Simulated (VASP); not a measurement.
Runs of VASP 6.6.1 on Ge. The structure is that of space group Pm-3m (No. 221), or close to it. The cells are those of the table. This isn't the form of Ge at room conditions, which is diamond.

```tsv
task	level	spin	cell	k mesh	cutoff (eV)	share of exact exchange	screening parameter	gap on the mesh (eV)	pressure (GPa)
single point	HSE06	non-collinear, zero start, SOC	a = 2.710 Å, 1 atom	4 × 4 × 4	520	0.25	0.2079 1/Å	-	-1.6
single point	PBEsol-based global hybrid with 25 % exact exchange	off	a = 2.669 Å, 1 atom	5 × 5 × 5	520	0.25	-	none	0.0
single point	PBE-based screened hybrid with 25 % exact exchange	off	a = 2.699 Å, 1 atom	5 × 5 × 5	520	0.25	0.3 1/Å	none	0.2
single point	B3LYP	off	a = 2.758 Å, 1 atom	5 × 5 × 5	520	0.2	-	none	-0.1
single point	HF	off	a = 2.710 Å, 1 atom	5 × 5 × 5	520	1	-	none	(a)
relaxation of cell and atoms	PBE0	off	relaxed from a = 2.710 Å, 1 atom	5 × 5 × 5	600	0.25	-	none	0.0
```

Alike in all rows: potentials or basis VASP PAW PBE potentials, release 64 (Ge_d); smearing fermi-dirac 0.05 eV.

Fill in the values left out.

(a) 4.0.

Caveats: all runs use coarse meshes; the PAW data sets were made with another functional, which shifts forces and pressure a little.

A k mesh can miss the band edges, and rows without SOC leave out spin-orbit coupling on Ge.

A gap of «none» marks levels without a gap at the run's occupations.
